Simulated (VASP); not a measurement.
# Al: single point with LDA

Crystal: Al.

```xyz
2
Lattice="2.7534 0.0000 0.0000 -1.3767 2.3845 0.0000 0.0000 0.0000 4.4988" Properties=species:S:1:pos:R:3 pbc="T T T"
Al    1.3767    0.7948    3.3741
Al    0.0000    1.5897    1.1247
```

```
Program                : VASP 6.6.1
Task                   : single point
Functional             : LDA
Potentials or basis    : VASP PAW LDA potentials, release 64 (Al)
Cutoff                 : 520 eV
k mesh                 : 18 × 18 × 10
Occupations            : gaussian, width 0.15 eV
Spin                   : no spin polarisation
Dipole correction      : no
Further INCAR settings : ALGO = Fast; EDIFF = 1e-06; NBANDS = 10
```

```
Pressure               : 7.4 GPa
Band gap on the k mesh : zero (band 3 reaches 13.33 eV, above the bottom of band 4 at 5.64 eV)
```

Stress tensor (GPa, compression positive):
```
7.40 0.00 0.00
0.00 7.40 0.00
0.00 0.00 7.32
```

Levels at points of the mesh, in eV from the Fermi level:
| k point | band 1 | band 2 | band 3 | band 4 | band 5 | band 6 | band 7 |
| --- | --- | --- | --- | --- | --- | --- | --- |
| (0.00, 0.00, 0.00) | -11.90 | -5.01 | -4.57 | 11.39 | 11.39 | 11.55 | 11.55 |
| (0.50, 0.00, 0.00) | -5.63 | -5.54 | 0.59 | 1.30 | 1.39 | 1.98 | 6.07 |
| (0.00, 0.00, 0.50) | -10.09 | -10.09 | 3.63 | 3.63 | 12.44 | 12.44 | 12.44 |
| (0.50, 0.00, 0.50) | -4.25 | -4.25 | -3.36 | -3.36 | 7.59 | 7.59 | 7.83 |

It took 16 s on 1 thread of Intel(R) Xeon(R) 6975P-C (Granite Rapids) (shared host), peak memory 0.16 GiB.
